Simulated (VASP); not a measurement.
TaGe3Pd2:

```
Ta Ge Pd
1.0
     3.16922    0.00000    0.00000
     0.00000    3.16922    0.00000
     0.00000    0.00000    9.71376
Ta Ge Pd
1 3 2
Direct
  0.00000 0.00000 0.00000
  0.50000 0.50000 0.18173
  0.50000 0.50000 0.50000
  0.50000 0.50000 0.81827
  0.00000 0.00000 0.33928
  0.00000 0.00000 0.66072
```

The cell was generated, and may not be a known phase.

| Item | Value |
| --- | --- |
| Program | VASP 6.6.1 |
| Task | relaxation of cell and atoms |
| Functional | PBE |
| Potentials or basis | VASP PAW PBE potentials, release 64 (Ta_pv, Ge_d, Pd) |
| Cutoff | 600 eV |
| k mesh | 6 × 6 × 2 |
| Occupations | gaussian, width 0.1 eV |
| Spin | no spin polarisation |

At the start: pressure -0.6 GPa; volume 16.26 Å³/atom.

**Question.** Where does the relaxation end?

**Answer.** Over 29 steps the energy falls by 23.2 meV/atom and the volume is 16.37 Å³/atom (+0.7 %); space group P4/mmm (No. 123, to 0.1 Å) before and after.

Step by step:
```
step  energy change (eV)  largest force (eV/Å)  pressure (GPa)  volume (Å³)
   1              0.0000                0.4970           -0.61        97.56
   2             -0.0340                0.4000            0.69        96.70
   3             -0.0585                0.2431            2.96        95.28
   4             -0.0751                0.2271            2.33        95.77
   5             -0.0997                0.1942            0.26        97.25
   6             -0.1002                0.1905            0.02        97.48
   7             -0.1002                0.1902           -0.13        97.53
   8             -0.1022                0.1798           -0.12        97.54
   9             -0.1073                0.1434           -0.05        97.56
  10             -0.1142                0.0645           -0.02        97.62
  11             -0.1102                0.1389            0.33        97.72
  12             -0.1157                0.0196            0.00        97.65
  13             -0.1179                0.0182            0.12        97.67
  14             -0.1215                0.0169            0.23        97.71
  15             -0.1317                0.1090            0.67        97.72
  16             -0.1096                0.2218            2.16        97.47
  17             -0.1356                0.0314            0.93        97.67
  18             -0.1364                0.0559            0.87        97.69
  19             -0.1376                0.0480            0.49        97.98
  20             -0.1377                0.0454            0.33        98.12
  21             -0.1377                0.0449            0.30        98.14
  22             -0.1381                0.0470            0.25        98.19
  23             -0.1387                0.0536            0.02        98.34
  24             -0.1381                0.0675           -0.39        98.63
  25             -0.1388                0.0568           -0.14        98.41
  26             -0.1390                0.0502            0.01        98.35
  27             -0.1391                0.0428            0.05        98.27
  28             -0.1389                0.0285            0.35        98.12
  29             -0.1391                0.0394            0.26        98.23
```

Final structure:
```
Ta Ge Pd
1.0
     3.07275    0.00000    0.00000
     0.00000    3.07275    0.00000
     0.00000    0.00000   10.40412
Ta Ge Pd
1 3 2
Cartesian
  0.0000 0.0000 0.0000
  1.5364 1.5364 1.8009
  1.5364 1.5364 5.2021
  1.5364 1.5364 8.6032
  0.0000 0.0000 3.2829
  0.0000 0.0000 7.1213
```

Caveat: an odd number of electrons without spin polarisation forces a metal; a magnetic or distorted state may lie lower.
